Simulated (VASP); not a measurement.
A run of VASP 6.6.1 is set up as follows.

File INCAR:

```
SYSTEM = Os
PREC = Accurate
ENCUT = 520
EDIFF = 1E-7
ISMEAR = -1
SIGMA = 0.2
LREAL = .False.
LASPH = .True.
NELM = 80
ALGO = Normal
ISIF = 2
LWAVE = .False.
LCHARG = .False.
GGA = PE
NBANDS = 15
```

The input KPOINTS:

```
Automatic mesh
0
Gamma
  13 13 7
  0 0 0
```

The input POSCAR:

```
Os
1.0
    2.7559294133      0.0000000000      0.0000000000
   -1.3779647066      2.3867048830      0.0000000000
    0.0000000000      0.0000000000      4.3426533301
Os
2
Direct
    0.3333333333      0.6666666667      0.2500000000
    0.6666666667      0.3333333333      0.7500000000
```

Potentials or basis: VASP PAW PBE potentials, release 64 (Os).

The run is started by

```sh
$ cat potpaw_PBE.64/Os/POTCAR > POTCAR
$ mpirun -np 1 vasp_std > vasp.out
```

(1) Predict the band gap on the k mesh.

(2) Estimate the pressure.

Results:

(1) zero (band 8 reaches 11.15 eV, above the bottom of band 9 at 7.46 eV).

(2) 0.4 GPa.

Caveat: spin-orbit coupling is left out, which moves the levels of the heavy elements.
